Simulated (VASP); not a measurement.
Set up this calculation in VASP 6.6.1, as the native input.

```
Task                   : single point
Functional             : PBEsol
Potentials or basis    : VASP PAW PBE potentials, release 64 (Cd_sv_GW, S)
Cutoff                 : 540 eV
k mesh                 : 8 × 8 × 8
Occupations            : fermi-dirac, width 0.05 eV
Spin                   : no spin polarisation
Dipole correction      : no
Second run             : valence_matched
Further INCAR settings : ALGO = Normal; EDIFF = 1e-06; NBANDS = 20
```

The structure of CdS lies in POSCAR:

```
CdS
1.0
    0.0000000000      2.6987685558      2.6987685558
    2.6987685558      0.0000000000      2.6987685558
    2.6987685558      2.6987685558      0.0000000000
Cd S
1 1
Direct
    0.0000000000      0.0000000000      0.0000000000
    0.5000000000      0.5000000000      0.5000000000
```

These files were run (other wordings do the same):

INCAR

```
ALGO = Normal ; EDIFF = 1E-6
ENCUT = 540 ; GGA = PS
GGA_COMPAT = F ; ISIF = 2
ISMEAR = -1 ; LASPH = T
LCHARG = F ; LREAL = F
LWAVE = F ; NBANDS = 20
NELM = 120 ; PREC = Accurate
SIGMA = 0.05
```

KPOINTS

```
k-points
0
Gamma
  8 8 8
```

Potentials or basis: VASP PAW PBE potentials, release 64 (Cd_sv_GW, S).

Command:

```sh
$ cat potpaw_PBE.64/Cd_sv_GW/POTCAR potpaw_PBE.64/S/POTCAR > POTCAR
$ mpirun -np 1 vasp_std > vasp.out
```

Results of the run:

```yaml
Pressure: -1.2 GPa
```

Caveat: the PAW data sets were made with another functional, which shifts forces and pressure a little.

It took 18 s on 1 thread of Intel(R) Xeon(R) Platinum 8488C (Sapphire Rapids) (shared host), peak memory 0.19 GiB.
